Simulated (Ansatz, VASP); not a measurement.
# One calculation of Ge, two programs

INCAR

```
PREC = Accurate
ENCUT = 600
EDIFF = 1E-6
ISMEAR = -1
SIGMA = 0.05
LREAL = False
LASPH = True
NELM = 100
ALGO = Normal
ISIF = 3
LWAVE = False
LCHARG = False
GGA = RP
IVDW = 13
IBRION = 2
NSW = 60
EDIFFG = -0.01
```

KPOINTS

```
Automatic mesh
0
Gamma
  11 11 11
```

The input POSCAR:

```
Ge
1.0
   -2.5744897190      2.5744897190      1.3974126432
    2.5744897190     -2.5744897190      1.3974126432
    2.5744897190      2.5744897190     -1.3974126432
Ge
2
Direct
    0.5000000000      0.5000000000      0.0000000000
    0.2500000000      0.7500000000      0.5000000000
```

File input.yaml:

```yaml
crystal:
  lattice:
    - [-2.574489719, 2.574489719, 1.3974126432]
    - [2.574489719, -2.574489719, 1.3974126432]
    - [2.574489719, 2.574489719, -1.3974126432]
  atoms:
    - { symbol: Ge, position: [0.5, 0.5, 0.0] }
    - { symbol: Ge, position: [0.25, 0.75, 0.5] }
hamiltonian:
  xc: rpbe
  pseudopotentials: { kind: paw }
  dispersion: d4
kpoints:
  mp_grid: { grid: [11, 11, 11] }
scf:
  occupations: { method: fermi_dirac, width: 0.05 }
output:
  forces: true
  stress: true
relax:
  f_tol: 0.01
  max_steps: 40
  cell: { stress_tol: 0.05 }
```

Alike in both runs: task relaxation of cell and atoms; functional RPBE; dispersion D4; k mesh 11 × 11 × 11; occupations fermi-dirac, width 0.05 eV; no spin polarisation.

```csv
,VASP,Ansatz
version,VASP 6.6.1,Ansatz 0.2.0
potentials or method,"VASP PAW PBE potentials, release 64 (Ge_d)",Ansatz PAW
plane-wave cutoff (eV),600,420
valence electrons in the cell,28,28
```

```csv
,VASP,Ansatz,Ansatz less VASP
relaxed volume (Å³/atom),18.24,18.21,-0.027
relaxed cell length with the largest relative difference (Å),3.879,3.877,-0.0020
```

VASP's potentials were made for PBE, not for RPBE.

Noted on Ansatz's run: the plane-wave basis is chosen anew once the cell has moved, so the energies of steps on either side of that aren't comparable.
